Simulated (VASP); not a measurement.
Input of a VASP 6.6.1 run:

The input INCAR:

```
  PREC = Accurate
  ENCUT = 500
  EDIFF = 1E-6
  ISMEAR = 0
  SIGMA = 0.2
  LREAL = False
  LASPH = True
  NELM = 120
  ALGO = Normal
  ISIF = 2
  LWAVE = False
  LCHARG = False
  GGA = PE
  NBANDS = 46
  GGA_COMPAT = False
```

KPOINTS

```
regular mesh
0
Gamma
  4 4 2
```

File POSCAR:

```
Hf2ZrGe3
1.0
    4.2401188551      0.0000000000      0.0000000000
    0.0000000000      4.2401188551      0.0000000000
    0.0000000000      0.0000000000      7.6348872798
Zr Hf Ge
1 2 3
Direct
    0.5000000000      0.5000000000      0.5353236615
    0.5000000000      0.0000000000      0.8465581274
    0.0000000000      0.5000000000      0.8465581274
    0.5000000000      0.0000000000      0.2954719895
    0.0000000000      0.5000000000      0.2954719895
    0.5000000000      0.5000000000      1.0819650447
```

Potentials or basis: VASP PAW PBE potentials, release 64 (Zr_sv, Hf_pv, Ge_d).

Launch:

```console
$ cat potpaw_PBE.64/Zr_sv/POTCAR potpaw_PBE.64/Hf_pv/POTCAR potpaw_PBE.64/Ge_d/POTCAR > POTCAR
$ mpirun -np 1 vasp_std > vasp.out
```

Question: Predict the pressure.

Answer: 0.0 GPa.

Question: Estimate the largest force.

Answer: 0.017 eV/Å.

Question: Estimate the band gap on the k mesh.

Answer: Zero (bands 37 and 38 overlap by 0.66 eV).

Stress tensor (GPa, compression positive):
```
-0.26  0.00  0.00
 0.00 -0.26  0.00
 0.00  0.00  0.40
```

Caveat: the k points lie up to 0.41 Å⁻¹ apart, too coarse for converged energies and pressures of a metal; spin-orbit coupling is left out, which moves the levels of the heavy elements.
